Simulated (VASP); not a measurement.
Write the native input for VASP 6.6.1 that does the following.

```
Task                   : single point
Functional             : r2SCAN
Potentials or basis    : VASP PAW PBE potentials, release 64 (Rh_pv)
Cutoff                 : 520 eV
k mesh                 : 22 × 22 × 22
Occupations            : gaussian, width 0.15 eV
Spin                   : no spin polarisation
Dipole correction      : no
Further INCAR settings : ALGO = Normal; EDIFF = 1e-07; NBANDS = 14
```

The system is Rh.

```
Rh
1.0
     0.00000    1.94909    1.94909
     1.94909    0.00000    1.94909
     1.94909    1.94909    0.00000
Rh
1
Direct
  0.00000 0.00000 0.00000
```

This cell differs from its parent crystal: strain +0.025 along x and y, +0.025 along z.

These files were run (other wordings do the same):

POSCAR

```
Rh
1.0
    0.0000000000      1.9490887500      1.9490887500
    1.9490887500      0.0000000000      1.9490887500
    1.9490887500      1.9490887500      0.0000000000
Rh
1
Direct
    0.0000000000      0.0000000000      0.0000000000
```

INCAR.step1

```
SYSTEM = Rh
  PREC = Accurate
  ENCUT = 520
  ISMEAR = 0
  SIGMA = 0.15
  LREAL = .False.
  LASPH = .True.
  NELM = 60
  NBANDS = 14
  GGA = PE
  ALGO = Normal
  EDIFF = 1E-4
  LWAVE = .True.
  LCHARG = .False.
```

INCAR.step2

```
SYSTEM = Rh
  PREC = Accurate
  ENCUT = 520
  EDIFF = 1E-7
  ISMEAR = 0
  SIGMA = 0.15
  LREAL = .False.
  LASPH = .True.
  NELM = 60
  ALGO = Normal
  ISIF = 2
  LWAVE = .False.
  LCHARG = .False.
  METAGGA = R2SCAN
  LMIXTAU = .True.
  NBANDS = 14
  ISTART = 1
```

KPOINTS

```
regular mesh
0
Gamma
  22 22 22
  0 0 0
```

Potentials or basis: VASP PAW PBE potentials, release 64 (Rh_pv).

Launch:

```bash
$ cat potpaw_PBE.64/Rh_pv/POTCAR > POTCAR
$ cp INCAR.step1 INCAR
$ mpirun -np 1 vasp_std > vasp.out
$ cp INCAR.step2 INCAR
$ mpirun -np 1 vasp_std > vasp.out
```

It gave:

| Item | Value |
| --- | --- |
| Pressure | -16.8 GPa |
| Band gap on the k mesh | zero (an odd number of electrons rules out a gap without spin polarisation) |

Caveat: the cell differs from its parent crystal (strain +0.025 along x and y, +0.025 along z); the cell stands under tension; an empty level that is flat over the whole mesh can mark a ghost state of the potentials, or a narrow d or f band; the PAW data sets were made with another functional, which shifts forces and pressure a little.

Run time: 86 s on 1 thread of Intel(R) Xeon(R) 6975P-C (Granite Rapids) (shared host), peak memory 0.19 GiB.
